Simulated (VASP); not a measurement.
# Si2P3 in VASP: notebook, part 2 of 2

VASP 6.6.1.

## 3. Single point, PBE

This run uses another cell than the first one, of 16.29 Å³/atom.

Input file INCAR:

```
PREC = Accurate
ENCUT = 500
EDIFF = 1E-6
ISMEAR = 0
SIGMA = 0.2
LREAL = False
LASPH = True
NELM = 120
ALGO = Normal
ISIF = 2
LWAVE = False
LCHARG = True
GGA = PE
LELF = True
LVHAR = True
NBANDS = 20
GGA_COMPAT = False
```

Input file KPOINTS:

```
regular mesh
0
Gamma
  4 4 2
```

Input file POSCAR:

```
Si2P3
1.0
    2.2677779236     -2.3552263421      0.0000000000
    2.2677779236      2.3552263421      0.0000000000
    0.0000000000      0.0000000000      7.6269342790
Si P
2 3
Direct
    0.0000000000      0.0000000000      0.5000000000
    0.5000000000      0.5000000000      0.0000000000
    0.5000000000      0.5000000000      0.3451363750
    0.5000000000      0.5000000000      0.6548636250
    0.0000000000      0.0000000000      0.0000000000
```

Potentials or basis: VASP PAW PBE potentials, release 64 (Si, P).

On the command line:

```console
$ cat potpaw_PBE.64/Si/POTCAR potpaw_PBE.64/P/POTCAR > POTCAR
$ mpirun -np 1 vasp_std > vasp.out
```

OUTCAR:

```text
PREC = Accurate
   ENCUT = 500
   EDIFF = 1E-6
   ISMEAR = 0
   LREAL = False
   LASPH = True
   NELM = 120
   ISIF = 2
   GGA = PE

 ion  position               nearest neighbor table
   1  0.000  0.000  0.500-   3 2.56   4 2.56   3 2.56   4 2.56   3 2.63   4 2.63   3 2.63   4 2.63

   2  0.500  0.500  0.000-   5 2.27   5 2.27   5 2.36   5 2.36   3 2.63   4 2.63
   3  0.500  0.500  0.345-   4 2.36   1 2.56   1 2.56   2 2.63   1 2.63   1 2.63
   4  0.500  0.500  0.655-   3 2.36   1 2.56   1 2.56   2 2.63   1 2.63   1 2.63
   5  0.000  0.000  0.000-   2 2.27   2 2.27   2 2.36   2 2.36

  LATTYP: Found a base centered orthorhombic cell.
 ALAT       =     4.5355558472
 B/A-ratio  =     1.0385612796
 C/A-ratio  =     1.6815875575

  Lattice vectors:

 A1 = (   2.2677779236,  -2.3552263421,   0.0000000000)
 A2 = (   2.2677779236,   2.3552263421,   0.0000000000)
 A3 = (   0.0000000000,   0.0000000000,   7.6269342790)

Analysis of symmetry for initial positions (statically):
=====================================================================
 Subroutine PRICEL returns:
 Original cell was already a primitive cell.
[... 166 lines left out ...]

 val. band max:        7.8881451355   @ k =   0.5000   0.2500   0.5000
 cond. band min:       7.9627444484   @ k =   0.5000   0.5000   0.0000
 fundamental gap:      0.0745993129
 Fermi energy:         7.9509198482

 k-point     1 :       0.0000    0.0000    0.0000
  band No.  band energies     occupation
      1      -7.0696      2.00000
      2      -5.7571      2.00000
      3      -2.9289      2.00000
      4       2.9216      2.00000
      5       3.7817      2.00000
      6       4.8077      2.00000
[... 311 lines left out ...]
     19      15.7734      0.00000
     20      15.9827      0.00000

------------------------ aborting loop because EDIFF is reached ----------------------------------------

  FORCE on cell =-STRESS in cart. coord.  units (eV):
  Direction    XX          YY          ZZ          XY          YZ          ZX
  --------------------------------------------------------------------------------------
  -------------------------------------------------------------------------------------
  Total        0.1247548     -0.2706452      0.3217722      0.0000000      0.0000000      0.0000000
  in kB        2.4533220     -5.3222802      6.3277006      0.0000000      0.0000000      0.0000000
  external PRESSURE =       1.1529141 kB  Pullay stress =       0.0000000 kB

 VOLUME and BASIS-vectors are now :
 -----------------------------------------------------------------------------
  energy-cutoff  :      500.00
  volume of cell :       81.47
      direct lattice vectors                 reciprocal lattice vectors
     2.267777924 -2.355226342  0.000000000     0.220480143 -0.212293821  0.000000000
     2.267777924  2.355226342  0.000000000     0.220480143  0.212293821  0.000000000
     0.000000000  0.000000000  7.626934279     0.000000000  0.000000000  0.131114280

 POSITION                                       TOTAL-FORCE (eV/Angst)
 -----------------------------------------------------------------------------------
      0.00000      0.00000      3.81347        -0.000000     -0.000000      0.000000
      2.26778      0.00000      0.00000        -0.000000     -0.000000      0.000000
      2.26778      0.00000      2.63233         0.000000     -0.000000      0.026644
      2.26778      0.00000      4.99460         0.000000     -0.000000     -0.026644
      0.00000      0.00000      0.00000        -0.000000      0.000000      0.000000
 -----------------------------------------------------------------------------------
    total drift:                               -0.000000     -0.000000     -0.000000

  FREE ENERGIE OF THE ION-ELECTRON SYSTEM (eV)
  ---------------------------------------------------
  free  energy   TOTEN  =       -25.0385013754 eV

  energy  without entropy=      -25.0043514258  energy(sigma->0) =      -25.02142640
```

OSZICAR:

```text
N       E                     dE             d eps       ncg     rms          rms(c)
DAV:   1     0.536856317601E+02    0.53686E+02   -0.91305E+03   560   0.922E+02
DAV:   2    -0.217214901007E+02   -0.75407E+02   -0.72785E+02   728   0.148E+02
DAV:   3    -0.252836108019E+02   -0.35621E+01   -0.35213E+01   704   0.295E+01
DAV:   4    -0.253220048005E+02   -0.38394E-01   -0.38323E-01   728   0.381E+00
DAV:   5    -0.253224458625E+02   -0.44106E-03   -0.44101E-03   700   0.383E-01    0.866E+00
DAV:   6    -0.250650953273E+02    0.25735E+00   -0.10435E+00   696   0.350E+00    0.506E+00
DAV:   7    -0.250426186155E+02    0.22477E-01   -0.29642E-01   684   0.256E+00    0.227E+00
DAV:   8    -0.250401294582E+02    0.24892E-02   -0.58770E-02   676   0.116E+00    0.376E-01
DAV:   9    -0.250383602568E+02    0.17692E-02   -0.73692E-03   652   0.454E-01    0.238E-01
DAV:  10    -0.250384975914E+02   -0.13733E-03   -0.13632E-03   688   0.181E-01    0.101E-01
DAV:  11    -0.250384898491E+02    0.77423E-05   -0.16526E-04   648   0.607E-02    0.461E-02
DAV:  12    -0.250385040340E+02   -0.14185E-04   -0.36892E-05   668   0.332E-02    0.150E-02
DAV:  13    -0.250385013211E+02    0.27129E-05   -0.75130E-06   660   0.142E-02    0.818E-03
DAV:  14    -0.250385013754E+02   -0.54362E-07   -0.99830E-07   404   0.507E-03
   1 F= -.25038501E+02 E0= -.25021426E+02  d E =-.341499E-01
```

stdout:

```text
POSCAR found type information on POSCAR SiP
 POSCAR found :  2 types and       5 ions
 scaLAPACK will be used
 LDA part: xc-table for (Slater+PW92), standard interpolation
 POSCAR, INCAR and KPOINTS ok, starting setup
 FFT: planning ... GRIDC
 FFT: planning ... GRID_SOFT
 FFT: planning ... GRID
 WAVECAR not read
 entering main loop
```

Wall time 22 s (1 thread of AMD EPYC 7R43 (Zen 3), shared host); peak memory 0.14 GiB.

What came out:

```yaml
Free_energy: -25.0385 eV
Pressure: 0.1 GPa
Largest_force: 0.027 eV/Å
Band_gap_on_the_k_mesh: zero (an odd number of electrons rules out a gap without spin polarisation)
```

Forces on the atoms (eV/Å):
```
Si   0.000  0.000  0.000
Si   0.000  0.000  0.000
P    0.000  0.000  0.027
P    0.000  0.000 -0.027
P    0.000  0.000  0.000
```

Stress tensor (GPa, compression positive):
```
 0.25  0.00  0.00
 0.00 -0.53  0.00
 0.00  0.00  0.63
```

Caveat: the k points lie up to 0.48 Å⁻¹ apart, too coarse for converged energies and pressures of a metal.

## 4. Single point, PBE

This run uses another cell than the first one, of 20.23 Å³/atom.

Input file INCAR:

```
PREC = Accurate
ENCUT = 500
EDIFF = 1E-6
ISMEAR = 0
SIGMA = 0.2
LREAL = F
LASPH = T
NELM = 120
ALGO = Normal
ISIF = 2
LWAVE = F
LCHARG = F
GGA = PE
NBANDS = 20
GGA_COMPAT = F
```

Input file KPOINTS:

```
regular mesh
0
Gamma
  4 4 3
```

Input file POSCAR:

```
Si2P3
1.0
    4.4726432650      0.0000000000      0.0000000000
    0.0000000000      4.4726432650      0.0000000000
    0.0000000000      0.0000000000      5.0558194047
Si P
2 3
Direct
    0.0000000000      0.0000000000      0.7368491266
    0.0000000000      0.0000000000      0.2631508734
    0.5000000000      0.5000000000      0.0000000000
    0.5000000000      0.0000000000      0.0000000000
    0.0000000000      0.5000000000      0.0000000000
```

Potentials or basis: VASP PAW PBE potentials, release 64 (Si, P).

On the command line:

```console
$ cat potpaw_PBE.64/Si/POTCAR potpaw_PBE.64/P/POTCAR > POTCAR
$ mpirun -np 1 vasp_std > vasp.out
```

OUTCAR:

```text
PREC = Accurate
   ENCUT = 500
   EDIFF = 1E-6
   ISMEAR = 0
   LREAL = F
   LASPH = T
   NELM = 120
   ISIF = 2
   GGA = PE

 ion  position               nearest neighbor table
   1  0.000  0.000  0.737-   2 2.39   4 2.60   5 2.60   5 2.60   4 2.60   2 2.66
   2  0.000  0.000  0.263-   1 2.39   4 2.60   5 2.60   5 2.60   4 2.60   1 2.66
   3  0.500  0.500  0.000-   4 2.24   5 2.24   4 2.24   5 2.24
   4  0.500  0.000  0.000-   3 2.24   3 2.24   1 2.60   2 2.60   1 2.60   2 2.60
   5  0.000  0.500  0.000-   3 2.24   3 2.24   1 2.60   1 2.60   2 2.60   2 2.60

  LATTYP: Found a simple tetragonal cell.
 ALAT       =     4.4726432650
 C/A-ratio  =     1.1303873582

  Lattice vectors:

 A1 = (   4.4726432650,   0.0000000000,   0.0000000000)
 A2 = (   0.0000000000,   4.4726432650,   0.0000000000)
 A3 = (   0.0000000000,   0.0000000000,   5.0558194047)

Analysis of symmetry for initial positions (statically):
=====================================================================
 Subroutine PRICEL returns:
 Original cell was already a primitive cell.

 Routine SETGRP: Setting up the symmetry group for a
 simple tetragonal supercell.

 Subroutine GETGRP returns: Found 16 space group operations
 (whereof 16 operations were pure point group operations)
 out of a pool of 16 trial point group operations.

The static configuration has the point symmetry D_4h.

Analysis of symmetry for dynamics (positions and initial velocities):
=====================================================================
 Subroutine PRICEL returns:
 Original cell was already a primitive cell.

 Routine SETGRP: Setting up the symmetry group for a
 simple tetragonal supercell.

 Subroutine GETGRP returns: Found 16 space group operations
 (whereof 16 operations were pure point group operations)
[... 111 lines left out ...]
   EFERMI_NEDOS =   21; number of points for ismear=-14 and -15
   IALGO  =     38    algorithm
   IMIX   =      4    mixing-type and parameters
     AMIX     =   0.40;   BMIX     =  1.00
     AMIX_MAG =   1.60;   BMIX_MAG =  1.00
  volume/ion in A,a.u.               =      20.23       136.50
  Fermi-wavevector in a.u.,A,eV,Ry     =   0.999258  1.888323 13.585629  0.998516
  Thomas-Fermi vector in A             =   2.131536
   LORBIT       =      0    0 simple, 1 ext, 2 COOP (PROOUT), +10 PAW based schemes
   GGA     = PE    functional components
   LHFCALC =     F    Hartree Fock is set to
   AEXX    =    0.0000 exact exchange contribution
   IVDW    =     0    specifies the selected vdW correction
   LEPSILON=     F    determine dielectric tensor
   LRPA    =     F    only Hartree local field effects (RPA)
 non-spin polarized calculation
 Gauss-broadening in eV      SIGMA  =   0.20
  energy-cutoff  :      500.00
  volume of cell :      101.14
 maximum number of plane-waves:      2584
 NGX is ok and might be reduce to    36
   NGX = 17   NGY = 17   NGZ = 19

 number of electron      22.9999999 magnetization

 Free energy of the ion-electron system (eV)
  ---------------------------------------------------
  ext. energy  EPLUGINS =         0.00000000
  ---------------------------------------------------
  free energy    TOTEN  =       -24.01562275 eV

  energy without entropy =      -23.93979907  energy(sigma->0) =      -23.97771091

 E-fermi :   5.7025     XC(G=0):  -9.3030

 val. band max:        5.6995001558   @ k =   0.5000   0.2500   0.0000
 cond. band min:       5.7863029484   @ k =   0.0000   0.0000   0.3333
 fundamental gap:      0.0868027926
 Fermi energy:         5.7025234274

 k-point     1 :       0.0000    0.0000    0.0000
  band No.  band energies     occupation
      1      -9.6311      2.00000
      2      -3.8349      2.00000
      3      -3.2798      2.00000
      4      -1.9132      2.00000
      5      -1.9132      2.00000
      6      -1.0780      2.00000
[... 265 lines left out ...]
     19      10.2370      0.00000
     20      10.5625      0.00000

------------------------ aborting loop because EDIFF is reached ----------------------------------------

  FORCE on cell =-STRESS in cart. coord.  units (eV):
  Direction    XX          YY          ZZ          XY          YZ          ZX
  --------------------------------------------------------------------------------------
  -------------------------------------------------------------------------------------
  Total        0.2216775      0.2216775     -0.0447357      0.0000000     -0.0000000      0.0000000
  in kB        3.5116578      3.5116578     -0.7086708      0.0000000     -0.0000000      0.0000000
  external PRESSURE =       2.1048816 kB  Pullay stress =       0.0000000 kB

 VOLUME and BASIS-vectors are now :
 -----------------------------------------------------------------------------
  energy-cutoff  :      500.00
  volume of cell :      101.14
      direct lattice vectors                 reciprocal lattice vectors
     4.472643265  0.000000000  0.000000000     0.223581435  0.000000000  0.000000000
     0.000000000  4.472643265  0.000000000     0.000000000  0.223581435  0.000000000
     0.000000000  0.000000000  5.055819405     0.000000000  0.000000000  0.197791875

 POSITION                                       TOTAL-FORCE (eV/Angst)
 -----------------------------------------------------------------------------------
      0.00000      0.00000      3.72538         0.000000      0.000000      0.031215
      0.00000      0.00000      1.33044        -0.000000      0.000000     -0.031215
      2.23632      2.23632      0.00000         0.000000     -0.000000      0.000000
      2.23632      0.00000      0.00000         0.000000     -0.000000      0.000000
      0.00000      2.23632      0.00000         0.000000     -0.000000      0.000000
 -----------------------------------------------------------------------------------
    total drift:                               -0.000000     -0.000000     -0.000000

  FREE ENERGIE OF THE ION-ELECTRON SYSTEM (eV)
  ---------------------------------------------------
  free  energy   TOTEN  =       -24.0156227504 eV

  energy  without entropy=      -23.9397990661  energy(sigma->0) =      -23.97771091
```

OSZICAR:

```text
N       E                     dE             d eps       ncg     rms          rms(c)
DAV:   1     0.659306002437E+02    0.65931E+02   -0.87648E+03   480   0.912E+02
DAV:   2    -0.193696369200E+02   -0.85300E+02   -0.82055E+02   628   0.152E+02
DAV:   3    -0.241287918622E+02   -0.47592E+01   -0.46936E+01   616   0.345E+01
DAV:   4    -0.242074720865E+02   -0.78680E-01   -0.77662E-01   628   0.514E+00
DAV:   5    -0.242090399877E+02   -0.15679E-02   -0.15670E-02   636   0.698E-01    0.938E+00
DAV:   6    -0.240462636307E+02    0.16278E+00   -0.36361E-01   560   0.210E+00    0.540E+00
DAV:   7    -0.240170334331E+02    0.29230E-01   -0.13432E-01   536   0.156E+00    0.169E+00
DAV:   8    -0.240142260952E+02    0.28073E-02   -0.28973E-02   596   0.791E-01    0.220E-01
DAV:   9    -0.240149664095E+02   -0.74031E-03   -0.33091E-03   556   0.269E-01    0.155E-01
DAV:  10    -0.240153832708E+02   -0.41686E-03   -0.54719E-04   576   0.110E-01    0.734E-02
DAV:  11    -0.240155817835E+02   -0.19851E-03   -0.20702E-04   560   0.688E-02    0.184E-02
DAV:  12    -0.240156171808E+02   -0.35397E-04   -0.54772E-05   560   0.331E-02    0.588E-03
DAV:  13    -0.240156216752E+02   -0.44944E-05   -0.47618E-06   592   0.102E-02    0.307E-03
DAV:  14    -0.240156227040E+02   -0.10288E-05   -0.16450E-06   500   0.555E-03    0.104E-03
DAV:  15    -0.240156227504E+02   -0.46352E-07   -0.78126E-08   336   0.146E-03
   1 F= -.24015623E+02 E0= -.23977711E+02  d E =-.758237E-01
```

Run time: 30 s. Hardware: 1 thread of AMD EPYC 7R43 (Zen 3), shared host; peak memory 0.17 GiB.

What came out:

```
Free energy            : -24.0156 eV
Pressure               : 0.2 GPa
Largest force          : 0.031 eV/Å
Band gap on the k mesh : zero (an odd number of electrons rules out a gap without spin polarisation)
```

Forces in eV/Å, atoms in the order of the input:
```
Si   0.000  0.000  0.031
Si   0.000  0.000 -0.031
P    0.000  0.000  0.000
P    0.000  0.000  0.000
P    0.000  0.000  0.000
```

Caveat: the k points lie up to 0.41 Å⁻¹ apart, too coarse for converged energies and pressures of a metal.

## 5. Summary

```tsv
cell	k mesh	gap on the mesh (eV)	pressure (GPa)	largest force (eV/Å)
a = 4.452, b = 4.452, c = 4.723 Å, 5 atoms, atomic positions A	4 × 4 × 3	none	0.4	-
a = 3.270, b = 3.270, c = 7.627 Å, angles 90.0, 90.0, 92.2°, 5 atoms, atomic positions B	4 × 4 × 2	none	0.1	0.03
a = 4.473, b = 4.473, c = 5.056 Å, 5 atoms, atomic positions C	4 × 4 × 3	none	0.2	0.03
```

Alike in all rows: task single point; level PBE; potentials or basis VASP PAW PBE potentials, release 64 (Si, P); no spin polarisation; cutoff (eV) 500; smearing gaussian 0.2 eV.

Caveats: all runs use coarse meshes.

Absolute energies hang on the potentials; compare differences alone.
